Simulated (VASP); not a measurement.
Runs of VASP 6.6.1 on AlNi (CsCl type). The structure is that of space group Pm-3m (No. 221), or close to it. The cells are those of the table. 

```csv
task,cell,k mesh for the DOS,occupations for the DOS,gap on the mesh (eV),pressure (GPa)
single point,"a = 2.686 Å, 2 atoms",-,-,none,57.4
single point,"a = 2.834 Å, 2 atoms",-,-,none,(a)
single point,"a = 2.893 Å, 2 atoms",-,-,none,0.0
single point,"a = 2.371 Å, 2 atoms",-,-,none,342.5
single point,"a = 2.493 Å, 2 atoms",-,-,none,(b)
```

Alike in all rows: level PBE; potentials or basis VASP PAW PBE potentials, release 64 (Ni, Al); no spin polarisation; k mesh 14 × 14 × 14; cutoff (eV) 520; smearing fermi-dirac 0.08 eV.

Fill in the values left out.

(a) 11.3; (b) 185.1.

A gap of «none» marks levels without a gap at the run's occupations.
